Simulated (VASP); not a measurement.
# Os (P6/mmm) in VASP: a series of runs

Os is run at these levels: PBE; tasks: single point.

Program: VASP 6.6.1. These are calculated values, not measurements. Logs are shortened: lines on timing, memory, paths and dates and some standing lists are left out, and cuts for length are marked.

## (1) The cell of the first run

Symmetry: P6/mmm, No. 191, hexagonal system. Conventional cell: a = 4.324 Å, b = 4.324 Å, c = 2.726 Å, α = 90.00°, β = 90.00°, γ = 120.00°. Within 3.6 Å of Os (site symmetry 6/mmm) lie 14 Os at 2.73 to 2.84 Å. Within 3.3 Å of Os (site symmetry -6m2) lie 11 Os at 2.50 to 2.84 Å.

## (2) Single point, PBE

Contents of INCAR:

```
SYSTEM = Os
PREC = Accurate ; ENCUT = 520
EDIFF = 1E-7 ; ISMEAR = 0
SIGMA = 0.1 ; LREAL = .False.
LASPH = .True. ; NELM = 60
ALGO = Normal ; ISIF = 2
LWAVE = .False. ; LCHARG = .False.
GGA = PE ; NBANDS = 19
```

Contents of KPOINTS:

```
regular mesh
0
Gamma
  6 6 6
  0 0 0
```

Contents of POSCAR:

```
Os
1.0
    4.3235123560      0.0000000000      0.0000000000
   -2.1617561780      3.7442715339      0.0000000000
    0.0000000000      0.0000000000      2.7261417657
Os
3
Direct
    0.0000000000      0.0000000000      0.0000000000
    0.3333333333      0.6666666667      0.5000000000
    0.6666666667      0.3333333333      0.5000000000
```

Potentials or basis: VASP PAW PBE potentials, release 64 (Os).

Started as:

```sh
cat potpaw_PBE.64/Os/POTCAR > POTCAR
mpirun -np 1 vasp_std > vasp.out
```

OUTCAR:

```text
SYSTEM = Os
   PREC = Accurate
   ENCUT = 520
   EDIFF = 1E-7
   ISMEAR = 0
   LREAL = .False.
   LASPH = .True.
   NELM = 60
   ISIF = 2
   GGA = PE

 ion  position               nearest neighbor table
   1  0.000  0.000  0.000-   2 2.84   3 2.84   2 2.84   3 2.84   3 2.84   3 2.84   2 2.84   2 2.84
                             3 2.84   3 2.84   2 2.84   2 2.84
   2  0.333  0.667  0.500-   3 2.50   3 2.50   3 2.50   1 2.84   1 2.84   1 2.84   1 2.84   1 2.84
                             1 2.84
   3  0.667  0.333  0.500-   2 2.50   2 2.50   2 2.50   1 2.84   1 2.84   1 2.84   1 2.84   1 2.84
                             1 2.84

  LATTYP: Found a hexagonal cell.
 ALAT       =     4.3235123560
 C/A-ratio  =     0.6305386781

  Lattice vectors:

 A1 = (   4.3235123560,   0.0000000000,   0.0000000000)
 A2 = (  -2.1617561780,   3.7442715339,   0.0000000000)
 A3 = (   0.0000000000,   0.0000000000,   2.7261417657)

Analysis of symmetry for initial positions (statically):
=====================================================================
 Subroutine PRICEL returns:
 Original cell was already a primitive cell.

 Routine SETGRP: Setting up the symmetry group for a
 hexagonal supercell.

 Subroutine GETGRP returns: Found 24 space group operations
 (whereof 24 operations were pure point group operations)
 out of a pool of 24 trial point group operations.

The static configuration has the point symmetry D_6h.

Analysis of symmetry for dynamics (positions and initial velocities):
=====================================================================
 Subroutine PRICEL returns:
 Original cell was already a primitive cell.

 Routine SETGRP: Setting up the symmetry group for a
 hexagonal supercell.

 Subroutine GETGRP returns: Found 24 space group operations
 (whereof 24 operations were pure point group operations)
 out of a pool of 24 trial point group operations.

The dynamic configuration has the point symmetry D_6h.

 Subroutine INISYM returns: Found 24 space group operations
 (whereof 24 operations are pure point group operations),
 and found     1 'primitive' translations

----------------------------------------------------------------------------------------

                                     Primitive cell

  volume of cell :      44.1319

  direct lattice vectors                    reciprocal lattice vectors
     4.323512356  0.000000000  0.000000000     0.231293429  0.133537324  0.000000000
    -2.161756178  3.744271534  0.000000000     0.000000000  0.267074647  0.000000000
     0.000000000  0.000000000  2.726141766     0.000000000  0.000000000  0.366818781

  length of vectors
     4.323512356  4.323512356  2.726141766     0.267074647  0.267074647  0.366818781

  position of ions in fractional coordinates (direct lattice)
     0.000000000  0.000000000  0.000000000
     0.333333333  0.666666667  0.500000000
     0.666666667  0.333333333  0.500000000

  ion indices of the primitive-cell ions
   primitive index   ion index
                 1           1
                 2           2
                 3           3

----------------------------------------------------------------------------------------

 KPOINTS: regular mesh

Automatic generation of k-mesh.
 Grid dimensions read from file:
 generate k-points for:    6    6    6

 Generating k-lattice:

  Cartesian coordinates                     Fractional coordinates (reciprocal lattice)
     0.038548905  0.022256221  0.000000000     0.166666667  0.000000000  0.000000000
     0.000000000  0.044512441  0.000000000     0.000000000  0.166666667  0.000000000
     0.000000000  0.000000000  0.061136464     0.000000000  0.000000000  0.166666667

  Length of vectors
     0.044512441  0.044512441  0.061136464

  Shift w.r.t. Gamma in fractional coordinates (k-lattice)
     0.000000000  0.000000000  0.000000000

 Subroutine IBZKPT returns following result:
 ===========================================

 Found     28 irreducible k-points:

 Following reciprocal coordinates:
            Coordinates               Weight
  0.000000  0.000000  0.000000      1.000000
  0.166667  0.000000  0.000000      6.000000
  0.333333  0.000000  0.000000      6.000000
  0.500000  0.000000  0.000000      3.000000
  0.166667  0.166667  0.000000      6.000000
  0.333333  0.166667  0.000000     12.000000
[... 16 lines left out ...]
  0.166667  0.000000  0.500000      6.000000
  0.333333  0.000000  0.500000      6.000000
 [... further k-points ...]
   k-points           NKPTS =     28   k-points in BZ     NKDIM =     28   number of bands    NBANDS=     19
   number of dos      NEDOS =    301   number of ions     NIONS =      3
   total plane-waves  NPLWV =  20480
   dimension x,y,z NGX =    32 NGY =   32 NGZ =   20
   dimension x,y,z NGXF=    64 NGYF=   64 NGZF=   40
   ions per type =               3
   NGX,Y,Z   is equivalent  to a cutoff of  12.30, 12.30, 12.20 a.u.
   NGXF,Y,Z  is equivalent  to a cutoff of  24.61, 24.61, 24.39 a.u.
 SYSTEM =  Os
   PREC   = accura    normal or accurate (medium, high low for compatibility)
   ISTART =      0    job   : 0-new  1-cont  2-samecut
   ICHARG =      2    charge: 1-file 2-atom 10-const
   ISPIN  =      1    spin polarized calculation?
   LNONCOLLINEAR =      F non collinear calculations
   LSORBIT =      F    spin-orbit coupling
   LASPH  =      T    aspherical Exc in radial PAW
   ENCUT  =  520.0 eV  38.22 Ry    6.18 a.u.   8.04  8.04  5.07*2*pi/ulx,y,z
   NELM   =     60;   NELMIN=  2; NELMDL= -5     # of ELM steps
   EDIFF  = 0.1E-06   stopping-criterion for ELM
   LREAL  =      F    real-space projection
   EDIFFG = 0.1E-05   stopping-criterion for IOM
   NSW    =      0    number of steps for IOM
   IBRION =     -1    ionic relax: 0-MD 1-quasi-New 2-CG
   NFREE  =      0    steps in history (QN), initial steepest desc. (CG)
   ISIF   =      2    stress and relaxation
   ISYM   =      2    0-nonsym 1-usesym 2-fastsym
   POTIM  = 0.5000    time-step for ionic-motion
   TEBEG  =    0.0;   TEEND  =   0.0 temperature during run
   PSTRESS=    0.0 pullay stress
   NELECT =      24.0000    total number of electrons
   NUPDOWN=      -1.0000    fix difference up-down
   EMIN   =  10.00;   EMAX   =-10.00  energy-range for DOS
   EFERMI =   0.00;   METHOD = LEGACY
   ISMEAR =     0;   SIGMA  =   0.10  broadening in eV -4-tet -1-fermi 0-gaus
   EFERMI_NEDOS =   21; number of points for ismear=-14 and -15
   IALGO  =     38    algorithm
   IMIX   =      4    mixing-type and parameters
     AMIX     =   0.40;   BMIX     =  1.00
     AMIX_MAG =   1.60;   BMIX_MAG =  1.00
  volume/ion in A,a.u.               =      14.71        99.27
  Fermi-wavevector in a.u.,A,eV,Ry     =   1.336271  2.525185 24.294824  1.785619
  Thomas-Fermi vector in A             =   2.464910
   LORBIT       =      0    0 simple, 1 ext, 2 COOP (PROOUT), +10 PAW based schemes
   GGA     = PE    functional components
   LHFCALC =     F    Hartree Fock is set to
   AEXX    =    0.0000 exact exchange contribution
   IVDW    =     0    specifies the selected vdW correction
   LEPSILON=     F    determine dielectric tensor
   LRPA    =     F    only Hartree local field effects (RPA)
 non-spin polarized calculation
 Gauss-broadening in eV      SIGMA  =   0.10
  energy-cutoff  :      520.00
  volume of cell :       44.13
 maximum number of plane-waves:      1203
   NGX = 17   NGY = 17   NGZ = 11

 number of electron      23.9999999 magnetization

 Free energy of the ion-electron system (eV)
  ---------------------------------------------------
  ext. energy  EPLUGINS =         0.00000000
  ---------------------------------------------------
  free energy    TOTEN  =       -32.60311972 eV

  energy without entropy =      -32.58125816  energy(sigma->0) =      -32.59218894

 E-fermi :   8.9294     XC(G=0): -13.7477

 val. band max:        8.9065271529   @ k =   0.3333   0.0000   0.3333
 cond. band min:       8.9380284757   @ k =   0.1667   0.0000   0.1667
 fundamental gap:      0.0315013227
 Fermi energy:         8.9294195665

 k-point     1 :       0.0000    0.0000    0.0000
  band No.  band energies     occupation
      1      -1.7494      2.00000
      2       2.0813      2.00000
      3       4.6779      2.00000
      4       4.8586      2.00000
      5       4.8586      2.00000
      6       4.9062      2.00000
[... 11 lines left out ...]
     18      17.4423      0.00000
     19      18.4130      0.00000

 k-point     2 :       0.1667    0.0000    0.0000
  band No.  band energies     occupation
      1      -1.3051      2.00000
      2       2.2109      2.00000
      3       3.3816      2.00000
      4       4.1758      2.00000
      5       4.1966      2.00000
      6       5.3476      2.00000
[... 11 lines left out ...]
     18      15.6105      0.00000
     19      16.7452      0.00000

 k-point     3 :       0.3333    0.0000    0.0000
  band No.  band energies     occupation
      1      -0.1100      2.00000
      2       1.8074      2.00000
      3       2.7099      2.00000
      4       3.5023      2.00000
      5       4.0060      2.00000
      6       4.9280      2.00000
[... 11 lines left out ...]
     18      13.0141      0.00000
     19      17.4491      0.00000

 k-point     4 :       0.5000    0.0000    0.0000
  band No.  band energies     occupation
      1       1.1431      2.00000
      2       1.5717      2.00000
      3       1.5974      2.00000
      4       4.0635      2.00000
      5       4.0970      2.00000
      6       4.1420      2.00000
[... 11 lines left out ...]
     18      11.4147      0.00000
     19      17.7873      0.00000

 k-point     5 :       0.1667    0.1667    0.0000
  band No.  band energies     occupation
      1      -0.4961      2.00000
      2       2.0990      2.00000
      3       2.7058      2.00000
      4       3.2383      2.00000
      5       4.4815      2.00000
      6       5.3303      2.00000
[... 11 lines left out ...]
     18      13.4040      0.00000
     19      18.3126      0.00000

 k-point     6 :       0.3333    0.1667    0.0000
  band No.  band energies     occupation
      1       0.7161      2.00000
      2       1.5002      2.00000
      3       1.9817      2.00000
      4       3.7872      2.00000
      5       4.2502      2.00000
      6       4.7647      2.00000
[... 11 lines left out ...]
     18      11.6317      0.00000
     19      19.0445      0.00000

 k-point     7 :       0.3333    0.3333    0.0000
  band No.  band energies     occupation
      1       0.9255      2.00000
      2       1.6278      2.00000
      3       1.6278      2.00000
      4       4.1847      2.00000
      5       4.1847      2.00000
      6       4.7641      2.00000
[... 11 lines left out ...]
     18      11.1013      0.00000
     19      21.2804      0.00000

 k-point     8 :       0.0000    0.0000    0.1667
  band No.  band energies     occupation
      1      -0.9700      2.00000
      2       2.9030      2.00000
      3       3.9830      2.00000
      4       3.9830      2.00000
      5       4.2661      2.00000
      6       4.2661      2.00000
[... 256 lines left out ...]
 k-point    20 :       0.3333    0.1667    0.3333
  band No.  band energies     occupation
      1       1.9798      2.00000
      2       2.4183      2.00000
      3       3.2565      2.00000
      4       3.4998      2.00000
      5       4.1629      2.00000
      6       4.8186      2.00000
[... 11 lines left out ...]
     18      14.4768      0.00000
     19      17.5750      0.00000

 k-point    21 :       0.3333    0.3333    0.3333
  band No.  band energies     occupation
      1       1.9480      2.00000
      2       3.1985      2.00000
      3       3.2236      2.00000
      4       3.2236      2.00000
      5       4.5417      2.00000
      6       4.5417      2.00000
[... 11 lines left out ...]
     18      12.7804      0.00000
     19      17.7920      0.00000

 k-point    22 :       0.0000    0.0000    0.5000
  band No.  band energies     occupation
      1       2.1668      2.00000
      2       2.1668      2.00000
      3       2.3384      2.00000
      4       2.8307      2.00000
      5       2.8307      2.00000
      6       4.2618      2.00000
[... 11 lines left out ...]
     18      17.0940      0.00000
     19      18.1238      0.00000

 k-point    23 :       0.1667    0.0000    0.5000
  band No.  band energies     occupation
      1       1.7940      2.00000
      2       2.3178      2.00000
      3       2.3898      2.00000
      4       2.9243      2.00000
      5       3.7897      2.00000
      6       3.8284      2.00000
[... 11 lines left out ...]
     18      16.9802      0.00000
     19      17.6417      0.00000

 k-point    24 :       0.3333    0.0000    0.5000
  band No.  band energies     occupation
      1       1.7995      2.00000
      2       2.2712      2.00000
      3       2.6869      2.00000
      4       3.1065      2.00000
      5       4.1491      2.00000
      6       4.3309      2.00000
[... 11 lines left out ...]
     18      16.3205      0.00000
     19      16.6739      0.00000

 [... further k-points ...]
[... 5 lines left out ...]
  --------------------------------------------------------------------------------------
  -------------------------------------------------------------------------------------
  Total       -0.1136134     -0.1136134      0.0174808      0.0000000     -0.0000000      0.0000000
  in kB       -4.1246539     -4.1246539      0.6346287      0.0000000     -0.0000000      0.0000000
  external PRESSURE =      -2.5382264 kB  Pullay stress =       0.0000000 kB

 VOLUME and BASIS-vectors are now :
 -----------------------------------------------------------------------------
  energy-cutoff  :      520.00
  volume of cell :       44.13
      direct lattice vectors                 reciprocal lattice vectors
     4.323512356  0.000000000  0.000000000     0.231293429  0.133537324  0.000000000
    -2.161756178  3.744271534  0.000000000     0.000000000  0.267074647  0.000000000
     0.000000000  0.000000000  2.726141766     0.000000000  0.000000000  0.366818781

 POSITION                                       TOTAL-FORCE (eV/Angst)
 -----------------------------------------------------------------------------------
      0.00000      0.00000      0.00000         0.000000      0.000000      0.000000
     -0.00000      2.49618      1.36307         0.000000      0.000000      0.000000
      2.16176      1.24809      1.36307        -0.000000      0.000000      0.000000
 -----------------------------------------------------------------------------------
    total drift:                               -0.000000      0.000000      0.000000

  FREE ENERGIE OF THE ION-ELECTRON SYSTEM (eV)
  ---------------------------------------------------
  free  energy   TOTEN  =       -32.6031197203 eV

  energy  without entropy=      -32.5812581636  energy(sigma->0) =      -32.59218894
```

Run time: 24 s. Hardware: 1 thread of AMD EPYC 7R43 (Zen 3), shared host; peak memory 0.12 GiB.

Results:

```
Free energy            : -32.6031 eV
Pressure               : -0.3 GPa
Band gap on the k mesh : zero (band 12 reaches 10.23 eV, above the bottom of band 13 at 7.42 eV)
```

Stress tensor (GPa, compression positive):
```
-0.41  0.00  0.00
 0.00 -0.41  0.00
 0.00  0.00  0.06
```

Caveat: the k points lie up to 0.38 Å⁻¹ apart; spin-orbit coupling is left out, which moves the levels of the heavy elements.

(Part 1 of 2 ends here.)
